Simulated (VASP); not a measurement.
Wanted: the native input for a VASP 6.6.1 run.

```
Task                   : single point
Functional             : PBE
Potentials or basis    : VASP PAW PBE potentials, release 64 (Ta_pv, Al, B)
Cutoff                 : 500 eV
k mesh                 : 5 × 5 × 3
Occupations            : gaussian, width 0.2 eV
Spin                   : no spin polarisation
Dipole correction      : no
Further INCAR settings : ALGO = Normal; EDIFF = 1e-06; NBANDS = 24
```

The structure of TaAl5B lies in POSCAR:

```
TaAl5B
1.0
    5.4372739065      0.0000000000      0.0000000000
   -2.7186369533      4.7088173304      0.0000000000
    0.0000000000      0.0000000000      4.6387229946
Ta Al B
1 5 1
Direct
    0.0000000000      0.0000000000      0.5000000000
    0.5000000000      0.0000000000      0.5000000000
    0.0000000000      0.5000000000      0.5000000000
    0.5000000000      0.5000000000      0.5000000000
    0.3333333333      0.6666666667      1.0000007467
    0.6666666667      0.3333333333     -0.0000007467
    0.0000000000      0.0000000000      0.0000000000
```

The cell was built from a structure type or drawn by symmetry, and may not be a known phase.

The input as run:

INCAR

```
SYSTEM = TaAl5B
  PREC = Accurate
  ENCUT = 500
  EDIFF = 1E-6
  ISMEAR = 0
  SIGMA = 0.2
  LREAL = .FALSE.
  LASPH = .TRUE.
  NELM = 120
  ALGO = Normal
  ISIF = 2
  LWAVE = .FALSE.
  LCHARG = .FALSE.
  GGA = PE
  NBANDS = 24
  GGA_COMPAT = .FALSE.
```

KPOINTS

```
regular mesh
0
G
  5 5 3
  0 0 0
```

Potentials or basis: VASP PAW PBE potentials, release 64 (Ta_pv, Al, B).

Run with:

```bash
$ cat potpaw_PBE.64/Ta_pv/POTCAR potpaw_PBE.64/Al/POTCAR potpaw_PBE.64/B/POTCAR > POTCAR
$ mpirun -np 1 vasp_std > vasp.out
```

Results of the run:

```
Pressure               : 0.1 GPa
Band gap on the k mesh : zero (an odd number of electrons rules out a gap without spin polarisation)
```

Caveat: the k points lie up to 0.45 Å⁻¹ apart, too coarse for converged energies and pressures of a metal; spin-orbit coupling is left out, which moves the levels of the heavy elements.

Wall time 15 s on 1 thread of Intel(R) Xeon(R) 6975P-C (Granite Rapids), with other jobs on the host, peak memory 0.24 GiB.
